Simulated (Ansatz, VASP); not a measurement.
## CO2: VASP beside Ansatz

```
CELL_PARAMETERS angstrom
-4.26340 3.15222 1.99295
4.26340 -3.15222 1.99295
4.26340 3.15222 -1.99295
ATOMIC_POSITIONS crystal
C 0.85970 0.60537 0.47036
C 0.13501 0.38934 0.52964
C 0.85970 0.88934 0.75433
C 0.13501 0.10537 0.24567
O 0.82638 0.74798 0.25835
O 0.12347 0.12347 0.00000
O 0.48963 0.24798 0.42160
O 0.48963 0.56803 0.74165
O 0.11105 0.32123 0.28982
O 0.03140 0.82123 0.71018
O 0.12347 0.62347 0.50000
O 0.82638 0.06803 0.57840
```

Alike in both runs: functional LDA; k mesh 6 × 6 × 6; occupations gaussian, width 0.1 eV; no spin polarisation.

Ansatz relaxed the structure, and its values are those at the end. VASP's run is a single point on that final structure, the one shown.

|  | VASP | Ansatz |
| --- | --- | --- |
| version | VASP 6.6.1 | Ansatz 0.2.0 |
| potentials or method | VASP PAW LDA potentials, release 64 (C, O), cutoff 520 eV | scalar-relativistic, plane waves, PAW |
| valence electrons in the cell | 64 | 64 |

VASP gave:

- gap on the k mesh at the Fermi level (eV): 6.96
- least direct gap on the mesh (eV): 7.30
- pressure (GPa): 2.1
- rms of the force components (eV/Å): 0.067

Question: Which values does Ansatz return?

Answer: gap on the k mesh at the Fermi level (eV): 7.01; least direct gap on the mesh (eV): 7.36; pressure (GPa): 0.0; rms of the force components (eV/Å): 0.005.

LDA's correlation is that of Perdew and Zunger in VASP and of Perdew and Wang (1992) in Ansatz.
